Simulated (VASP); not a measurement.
Write the native input for VASP 6.6.1 that does the following.

```
Task                   : single point
Functional             : PBE
Potentials or basis    : VASP PAW PBE potentials, release 64 (La, O)
Cutoff                 : 520 eV
k mesh                 : 4 × 4 × 2
Occupations            : methfessel-paxton, width 0.1 eV
Spin                   : no spin polarisation
Dipole correction      : no
Further INCAR settings : ALGO = Normal; EDIFF = 1e-07; NBANDS = 28
```

The structure of La2O3 lies in POSCAR:

```
La2O3
1.0
    3.8481300000      0.0294100000      0.0399400000
   -1.8986000000      3.4200300000     -0.0170600000
    0.0621000000      0.0052300000      5.8891900000
La O
2 3
Direct
    0.6651900000      0.3153500000      0.7641500000
    0.3123131068      0.6605331991      0.2507973837
    0.6331900000      0.3325100000      0.3454700000
    0.3551100000      0.6860800000      0.6438400000
    0.0044200000      0.0167600000      0.9826100000
```

One way to write it, as run:

INCAR

```
SYSTEM = La2O3
PREC = Accurate
ENCUT = 520
EDIFF = 1E-7
ISMEAR = 1
SIGMA = 0.1
LREAL = .False.
LASPH = .True.
NELM = 60
ALGO = Normal
ISIF = 2
LWAVE = .False.
LCHARG = .False.
GGA = PE
NBANDS = 28
```

KPOINTS

```
regular mesh
0
Gamma
  4 4 2
  0 0 0
```

Potentials or basis: VASP PAW PBE potentials, release 64 (La, O).

Command:

```sh
$ cat potpaw_PBE.64/La/POTCAR potpaw_PBE.64/O/POTCAR > POTCAR
$ mpirun -np 1 vasp_std > vasp.out
```

It gave:

* Pressure: 8.8 GPa
* Largest force: 0.919 eV/Å
* Band gap on the k mesh: 3.83 eV (least direct gap 4.09 eV)

Caveat: the k points lie up to 0.53 Å⁻¹ apart; spin-orbit coupling is left out, which moves the levels of the heavy elements.

Wall time 120 s on 1 thread of AMD EPYC 7R13, with other jobs on the host, peak memory 0.19 GiB.
